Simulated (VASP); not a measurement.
# Al2Cu (I4/mcm) in VASP: further runs, part 2 of 2

VASP 6.6.1. Earlier steps stand in the parts before.

## (3) Single point, r2SCAN

This run uses another cell than the first one, of 14.41 Å³/atom.

Contents of POSCAR:

```
Al2Cu
1.0
   -3.0078730535      3.0078730535      2.3884252467
    3.0078730535     -3.0078730535      2.3884252467
    3.0078730535      3.0078730535     -2.3884252467
Al Cu
4 2
Direct
    0.6586931230      0.1586931230      0.8173862460
    0.1586931230      0.3413068770      0.5000000000
    0.3413068770      0.8413068770      0.1826137540
    0.8413068770      0.6586931230      0.5000000000
    0.2500000000      0.2500000000      0.0000000000
    0.7500000000      0.7500000000      0.0000000000
```

Contents of INCAR.step1:

```
SYSTEM = Al2Cu
PREC     = Accurate       ! precision mode
ENCUT    = 520            ! plane-wave cutoff, eV
ISMEAR   = -1             ! smearing method
SIGMA    = 0.1            ! smearing width, eV
LREAL    = .FALSE.        ! projectors in reciprocal space
LASPH    = .TRUE.         ! aspherical terms in the spheres
NELM     = 60             ! most SCF steps
NBANDS   = 26             ! bands
GGA      = PE             ! functional
ALGO     = Normal         ! electronic algorithm
EDIFF    = 1E-4           ! SCF threshold, eV
LWAVE    = .TRUE.         ! write WAVECAR
LCHARG   = .FALSE.        ! write CHGCAR
```

Contents of INCAR.step2:

```
SYSTEM = Al2Cu
PREC     = Accurate       ! precision mode
ENCUT    = 520            ! plane-wave cutoff, eV
EDIFF    = 1E-6           ! SCF threshold, eV
ISMEAR   = -1             ! smearing method
SIGMA    = 0.1            ! smearing width, eV
LREAL    = .FALSE.        ! projectors in reciprocal space
LASPH    = .TRUE.         ! aspherical terms in the spheres
NELM     = 60             ! most SCF steps
ALGO     = Normal         ! electronic algorithm
ISIF     = 2              ! what is computed and relaxed
LWAVE    = .FALSE.        ! write WAVECAR
LCHARG   = .FALSE.        ! write CHGCAR
METAGGA  = R2SCAN         ! meta-GGA
LMIXTAU  = .TRUE.       
NBANDS   = 26             ! bands
ISTART   = 1
```

Contents of KPOINTS:

```
regular mesh
0
G
  8 8 8
  0 0 0
```

Potentials or basis: VASP PAW PBE potentials, release 64 (Al, Cu).

The run is started by

```console
> cat potpaw_PBE.64/Al/POTCAR potpaw_PBE.64/Cu/POTCAR > POTCAR
> cp INCAR.step1 INCAR
> mpirun -np 1 vasp_std > vasp.out
> cp INCAR.step2 INCAR
> mpirun -np 1 vasp_std > vasp.out
```

OUTCAR:

```text
SYSTEM = Al2Cu
   PREC = Accurate
   ENCUT = 520
   EDIFF = 1E-6
   ISMEAR = -1
   LREAL = .FALSE.
   LASPH = .TRUE.
   NELM = 60
   ISIF = 2
   METAGGA = R2SCAN
   ISTART = 1

 ion  position               nearest neighbor table
   1  0.659  0.159  0.817-   5 2.56   6 2.56   5 2.56   6 2.56   3 2.70   3 2.85   3 2.85   4 3.06
                             2 3.06   2 3.06   4 3.06   4 3.20   2 3.20   2 3.20   4 3.20
   2  0.159  0.341  0.500-   6 2.56   5 2.56   5 2.56   6 2.56   4 2.70   4 2.85   4 2.85   3 3.06
                             1 3.06   1 3.06   3 3.06   1 3.20   3 3.20   1 3.20   3 3.20
   3  0.341  0.841  0.183-   5 2.56   6 2.56   5 2.56   6 2.56   1 2.70   1 2.85   1 2.85   2 3.06
                             4 3.06   4 3.06   2 3.06   2 3.20   4 3.20   4 3.20   2 3.20
   4  0.841  0.659  0.500-   5 2.56   6 2.56   6 2.56   5 2.56   2 2.70   2 2.85   2 2.85   3 3.06
                             1 3.06   1 3.06   3 3.06   1 3.20   3 3.20   3 3.20   1 3.20
   5  0.250  0.250  0.000-   6 2.39   6 2.39   1 2.56   2 2.56   3 2.56   4 2.56   2 2.56   4 2.56
                             1 2.56   3 2.56
   6  0.750  0.750  0.000-   5 2.39   5 2.39   1 2.56   3 2.56   4 2.56   3 2.56   4 2.56   1 2.56
                             2 2.56   2 2.56

  LATTYP: Found a body centered tetragonal cell.
 ALAT       =     6.0157461070
 C/A-ratio  =     0.7940578622

  Lattice vectors:

 A1 = (  -3.0078730535,   3.0078730535,   2.3884252467)
 A2 = (   3.0078730535,  -3.0078730535,   2.3884252467)
 A3 = (   3.0078730535,   3.0078730535,  -2.3884252467)

Analysis of symmetry for initial positions (statically):
=====================================================================
 Subroutine PRICEL returns:
 Original cell was already a primitive cell.

 Routine SETGRP: Setting up the symmetry group for a
 body centered tetragonal supercell.

 Subroutine GETGRP returns: Found 16 space group operations
 (whereof  8 operations were pure point group operations)
 out of a pool of 16 trial point group operations.

The static configuration has the point symmetry C_4h.
 The point group associated with its full space group is D_4h.

Analysis of symmetry for dynamics (positions and initial velocities):
=====================================================================
 Subroutine PRICEL returns:
 Original cell was already a primitive cell.

 Routine SETGRP: Setting up the symmetry group for a
 body centered tetragonal supercell.

 Subroutine GETGRP returns: Found 16 space group operations
 (whereof  8 operations were pure point group operations)
 out of a pool of 16 trial point group operations.

The dynamic configuration has the point symmetry C_4h.
 The point group associated with its full space group is D_4h.

 Subroutine INISYM returns: Found 16 space group operations
 (whereof  8 operations are pure point group operations),
 and found     1 'primitive' translations

----------------------------------------------------------------------------------------

                                     Primitive cell

  volume of cell :      86.4352

  direct lattice vectors                    reciprocal lattice vectors
    -3.007873054  3.007873054  2.388425247     0.000000000  0.166230420  0.209342955
     3.007873054 -3.007873054  2.388425247     0.166230420  0.000000000  0.209342955
     3.007873054  3.007873054 -2.388425247     0.166230420  0.166230420  0.000000000

  length of vectors
     4.878439891  4.878439891  4.878439891     0.267314469  0.267314469  0.235085314

[... 44 lines left out ...]
            Coordinates               Weight
  0.000000  0.000000  0.000000      1.000000
  0.125000 -0.000000  0.000000      8.000000
  0.250000 -0.000000  0.000000      8.000000
  0.375000  0.000000  0.000000      8.000000
  0.500000 -0.000000  0.000000      4.000000
  0.125000  0.125000  0.000000      8.000000
[... 16 lines left out ...]
  0.250000  0.125000  0.125000     16.000000
  0.375000  0.125000  0.125000      8.000000
 [... further k-points ...]
   k-points           NKPTS =     59   k-points in BZ     NKDIM =     59   number of bands    NBANDS=     26
   number of dos      NEDOS =    301   number of ions     NIONS =      6
   total plane-waves  NPLWV =  46656
   dimension x,y,z NGX =    36 NGY =   36 NGZ =   36
   dimension x,y,z NGXF=    72 NGYF=   72 NGZF=   72
   ions per type =               4   2
   NGX,Y,Z   is equivalent  to a cutoff of  12.27, 12.27, 12.27 a.u.
   NGXF,Y,Z  is equivalent  to a cutoff of  24.54, 24.54, 24.54 a.u.
 SYSTEM =  Al2Cu
   PREC   = accura    normal or accurate (medium, high low for compatibility)
   ISTART =      1    job   : 0-new  1-cont  2-samecut
   ICHARG =      0    charge: 1-file 2-atom 10-const
   ISPIN  =      1    spin polarized calculation?
   LNONCOLLINEAR =      F non collinear calculations
   LSORBIT =      F    spin-orbit coupling
   LASPH  =      T    aspherical Exc in radial PAW
   ENCUT  =  520.0 eV  38.22 Ry    6.18 a.u.   9.07  9.07  9.07*2*pi/ulx,y,z
   NELM   =     60;   NELMIN=  2; NELMDL=  0     # of ELM steps
   EDIFF  = 0.1E-05   stopping-criterion for ELM
   LREAL  =      F    real-space projection
   EDIFFG = 0.1E-04   stopping-criterion for IOM
   NSW    =      0    number of steps for IOM
   IBRION =     -1    ionic relax: 0-MD 1-quasi-New 2-CG
   NFREE  =      0    steps in history (QN), initial steepest desc. (CG)
   ISIF   =      2    stress and relaxation
   ISYM   =      2    0-nonsym 1-usesym 2-fastsym
   POTIM  = 0.5000    time-step for ionic-motion
   TEBEG  =    0.0;   TEEND  =   0.0 temperature during run
   PSTRESS=    0.0 pullay stress
   NELECT =      34.0000    total number of electrons
   NUPDOWN=      -1.0000    fix difference up-down
   EMIN   =  10.00;   EMAX   =-10.00  energy-range for DOS
   EFERMI =   0.00;   METHOD = LEGACY
   ISMEAR =    -1;   SIGMA  =   0.10  broadening in eV -4-tet -1-fermi 0-gaus
   EFERMI_NEDOS =   21; number of points for ismear=-14 and -15
   IALGO  =     38    algorithm
   IMIX   =      4    mixing-type and parameters
     AMIX     =   0.40;   BMIX     =  1.00
     AMIX_MAG =   1.60;   BMIX_MAG =  1.00
  volume/ion in A,a.u.               =      14.41        97.22
  Fermi-wavevector in a.u.,A,eV,Ry     =   1.199511  2.266747 19.576427  1.438827
  Thomas-Fermi vector in A             =   2.335372
   LORBIT       =      0    0 simple, 1 ext, 2 COOP (PROOUT), +10 PAW based schemes
   METAGGA = R2SCAN    functional components
   LHFCALC =     F    Hartree Fock is set to
   AEXX    =    0.0000 exact exchange contribution
   IVDW    =     0    specifies the selected vdW correction
   LEPSILON=     F    determine dielectric tensor
   LRPA    =     F    only Hartree local field effects (RPA)
 non-spin polarized calculation
  energy-cutoff  :      520.00
  volume of cell :       86.44
 maximum number of plane-waves:      2357
   NGX = 19   NGY = 19   NGZ = 19

 number of electron      34.0000010 magnetization

 Free energy of the ion-electron system (eV)
  ---------------------------------------------------
  ext. energy  EPLUGINS =         0.00000000
  ---------------------------------------------------
  free energy    TOTEN  =       -49.55817592 eV

  energy without entropy =      -49.49607786  energy(sigma->0) =      -49.52712689

 E-fermi :   8.3059     XC(G=0): -11.8642

 val. band max:        8.3004180834   @ k =   0.3750   0.2500   0.0000
 cond. band min:       8.3121694457   @ k =  -0.3750   0.5000   0.2500
 fundamental gap:      0.0117513623
 Fermi energy:         8.3058948114

 k-point     1 :       0.0000    0.0000    0.0000
  band No.  band energies     occupation
      1      -3.3461      2.00000
      2       2.5825      2.00000
      3       2.8170      2.00000
      4       2.8171      2.00000
      5       2.8342      2.00000
      6       3.7919      2.00000
[... 685 lines left out ...]
     25      15.0784      0.00000
     26      15.0784      0.00000

 [... further k-points ...]
[... 5 lines left out ...]
  --------------------------------------------------------------------------------------
  -------------------------------------------------------------------------------------
  Total       -0.0931716     -0.0931716     -0.0648485      0.0000000     -0.0000000      0.0000000
  in kB       -1.7270448     -1.7270448     -1.2020419      0.0000000     -0.0000000      0.0000000
  external PRESSURE =      -1.5520438 kB  Pullay stress =       0.0000000 kB

 VOLUME and BASIS-vectors are now :
 -----------------------------------------------------------------------------
  energy-cutoff  :      520.00
  volume of cell :       86.44
      direct lattice vectors                 reciprocal lattice vectors
    -3.007873054  3.007873054  2.388425247     0.000000000  0.166230420  0.209342955
     3.007873054 -3.007873054  2.388425247     0.166230420  0.000000000  0.209342955
     3.007873054  3.007873054 -2.388425247     0.166230420  0.166230420  0.000000000

 POSITION                                       TOTAL-FORCE (eV/Angst)
 -----------------------------------------------------------------------------------
      0.95466      3.96253      0.00000         0.000753      0.000753      0.000000
      2.05322      0.95466      0.00000        -0.000753      0.000753      0.000000
      2.05322     -0.95466      2.38843        -0.000753     -0.000753     -0.000000
      0.95466      2.05322      2.38843         0.000753     -0.000753     -0.000000
      0.00000      0.00000      1.19421         0.000000     -0.000000     -0.000000
      0.00000      0.00000      3.58264         0.000000     -0.000000     -0.000000
 -----------------------------------------------------------------------------------
    total drift:                                0.000000     -0.000000      0.000000

  FREE ENERGIE OF THE ION-ELECTRON SYSTEM (eV)
  ---------------------------------------------------
  free  energy   TOTEN  =       -49.5581759208 eV

  energy  without entropy=      -49.4960778634  energy(sigma->0) =      -49.52712689
```

It took 9.1 min on 1 thread of Intel Xeon Platinum 8259CL at 2.50GHz (Skylake/Cascade Lake), shared host; peak memory 0.28 GiB.

What came out:

| Property | Result |
| --- | --- |
| Free energy | -49.5582 eV |
| Pressure | -0.2 GPa |
| Band gap on the k mesh | zero (bands 17 and 18 overlap by 4.76 eV) |

Levels at points of the mesh, in eV from the Fermi level:
| k point | band 15 | band 16 | band 17 | band 18 | band 19 | band 20 |
| --- | --- | --- | --- | --- | --- | --- |
| (0.00, 0.00, 0.00) | -1.44 | -1.35 | -1.35 | -0.98 | -0.07 | 0.04 |
| (0.50, 0.00, 0.00) | -2.79 | -2.79 | 0.19 | 0.19 | 4.30 | 4.30 |
| (0.50, 0.50, 0.00) | -1.74 | -1.54 | -0.77 | -0.67 | 0.77 | 1.32 |
| (0.50, 0.50, 0.50) | -3.41 | -1.92 | 2.85 | 3.09 | 3.09 | 3.51 |

Caveat: the PAW data sets were made with another functional, which shifts forces and pressure a little.

## (4) Single point, r2SCAN

This run uses another cell than the first one, of 13.54 Å³/atom.

Contents of POSCAR:

```
Al2Cu
1.0
   -2.9464706600      2.9464706600      2.3396681900
    2.9464706600     -2.9464706600      2.3396681900
    2.9464706600      2.9464706600     -2.3396681900
Al Cu
4 2
Direct
    0.6583959733      0.1583959733      0.8167919465
    0.1583959733      0.3416040267      0.5000000000
    0.3416040267      0.8416040267      0.1832080535
    0.8416040267      0.6583959733      0.5000000000
    0.2500000000      0.2500000000      0.0000000000
    0.7500000000      0.7500000000      0.0000000000
```

Contents of INCAR.step1:

```
SYSTEM = Al2Cu
ALGO = Normal
EDIFF = 1E-4
ENCUT = 520
GGA = PE
ISMEAR = -1
LASPH = .TRUE.
LCHARG = .FALSE.
LREAL = .FALSE.
LWAVE = .TRUE.
NBANDS = 26
NELM = 60
PREC = Accurate
SIGMA = 0.1
```

Contents of INCAR.step2:

```
SYSTEM = Al2Cu
ALGO = Normal
EDIFF = 1E-6
ENCUT = 520
ISIF = 2
ISMEAR = -1
ISTART = 1
LASPH = .TRUE.
LCHARG = .FALSE.
LMIXTAU = .TRUE.
LREAL = .FALSE.
LWAVE = .FALSE.
METAGGA = R2SCAN
NBANDS = 26
NELM = 60
PREC = Accurate
SIGMA = 0.1
```

Contents of KPOINTS:

```
k-points
0
G
  9 9 9
  0 0 0
```

The run is started by

```console
> cat potpaw_PBE.64/Al/POTCAR potpaw_PBE.64/Cu/POTCAR > POTCAR
> cp INCAR.step1 INCAR
> mpirun -np 1 vasp_std > vasp.out
> cp INCAR.step2 INCAR
> mpirun -np 1 vasp_std > vasp.out
```

It took 12 min on 1 thread of Intel Xeon Platinum 8259CL at 2.50GHz (Skylake/Cascade Lake), shared host; peak memory 0.29 GiB.

The run converged. Its results:

| Item | Value |
| --- | --- |
| Free energy | -49.4602 eV |
| Pressure | 7.9 GPa |
| Largest force | 0.004 eV/Å |
| Band gap on the k mesh | zero (bands 17 and 18 overlap by 4.50 eV) |

Forces in eV/Å, atoms in the order of the input:
```
Al  -0.003 -0.003  0.000
Al   0.003 -0.003  0.000
Al   0.003  0.003  0.000
Al  -0.003  0.003  0.000
Cu   0.000  0.000  0.000
Cu   0.000  0.000  0.000
```

Stress tensor (GPa, compression positive):
```
7.64 0.00 0.00
0.00 7.64 0.00
0.00 0.00 8.33
```

Levels at points of the mesh, in eV from the Fermi level:
```tsv
k point	band 13	band 14	band 15	band 16	band 17	band 18	band 19	band 20	band 21	band 22
(0.00, 0.00, 0.00)	-3.51	-2.35	-1.57	-1.48	-1.48	-1.07	-0.18	0.28	1.96	1.96
```

Caveat: the cell stands under pressure; the PAW data sets were made with another functional, which shifts forces and pressure a little.

## (5) Single point, r2SCAN

This run uses another cell than the first one, of 13.83 Å³/atom.

Contents of POSCAR:

```
Al2Cu
1.0
   -2.9672211400      2.9672211400      2.3561452700
    2.9672211400     -2.9672211400      2.3561452700
    2.9672211400      2.9672211400     -2.3561452700
Al Cu
4 2
Direct
    0.6585427339      0.1585427339      0.8170854677
    0.1585427339      0.3414572661      0.5000000000
    0.3414572661      0.8414572661      0.1829145323
    0.8414572661      0.6585427339      0.5000000000
    0.2500000000      0.2500000000      0.0000000000
    0.7500000000      0.7500000000      0.0000000000
```

Contents of INCAR.step1:

```
  ALGO = Normal
  EDIFF = 1E-4
  ENCUT = 520
  GGA = PE
  ISMEAR = -1
  LASPH = T
  LCHARG = F
  LREAL = F
  LWAVE = T
  NBANDS = 26
  NELM = 100
  PREC = Accurate
  SIGMA = 0.1
```

Contents of INCAR.step2:

```
  ALGO = Normal
  EDIFF = 1E-6
  ENCUT = 520
  ISIF = 2
  ISMEAR = -1
  ISTART = 1
  LASPH = T
  LCHARG = F
  LMIXTAU = T
  LREAL = F
  LWAVE = F
  METAGGA = R2SCAN
  NBANDS = 26
  NELM = 100
  PREC = Accurate
  SIGMA = 0.1
```

Contents of KPOINTS:

```
k-points
0
Gamma
  9 9 9
```

The run is started by

```console
> cat potpaw_PBE.64/Al/POTCAR potpaw_PBE.64/Cu/POTCAR > POTCAR
> cp INCAR.step1 INCAR
> mpirun -np 1 vasp_std > vasp.out
> cp INCAR.step2 INCAR
> mpirun -np 1 vasp_std > vasp.out
```

Run time: 9.6 min. Hardware: 1 thread of Intel Xeon Platinum 8259CL at 2.50GHz (Skylake/Cascade Lake), shared host; peak memory 0.29 GiB.

The run converged. Its results:

```yaml
Free_energy: -49.5288 eV
Pressure: 4.9 GPa
Band_gap_on_the_k_mesh: zero (bands 17 and 18 overlap by 4.45 eV)
```

Stress tensor (GPa, compression positive):
```
4.68 0.00 0.00
0.00 4.68 0.00
0.00 0.00 5.29
```

Levels at points of the mesh, in eV from the Fermi level:
| k point | band 14 | band 15 | band 16 | band 17 | band 18 | band 19 | band 20 | band 21 |
| --- | --- | --- | --- | --- | --- | --- | --- | --- |
| (0.00, 0.00, 0.00) | -2.31 | -1.53 | -1.44 | -1.44 | -1.04 | -0.14 | 0.19 | 1.90 |

Caveat: the cell stands under pressure; the PAW data sets were made with another functional, which shifts forces and pressure a little.

## (6) Summary

```tsv
level	cell	k mesh	gap on the mesh (eV)	pressure (GPa)
PBE	a = 4.932 Å, angles 104.0, 104.0, 121.2°, 6 atoms	8 × 8 × 8	none	0.2
r2SCAN	a = 4.878 Å, angles 103.9, 103.9, 121.4°, 6 atoms	8 × 8 × 8	none	-0.2
r2SCAN	a = 4.779 Å, angles 103.9, 103.9, 121.4°, 6 atoms	9 × 9 × 9	none	7.9
r2SCAN	a = 4.813 Å, angles 103.9, 103.9, 121.4°, 6 atoms	9 × 9 × 9	none	4.9
```

Alike in all rows: task single point; potentials or basis VASP PAW PBE potentials, release 64 (Al, Cu); no spin polarisation; cutoff (eV) 520; smearing fermi-dirac 0.1 eV.

Caveats: the PAW data sets were made with another functional, which shifts forces and pressure a little (at least some runs); the cell stands under pressure (at least some runs).

Absolute energies hang on the potentials; compare differences alone.
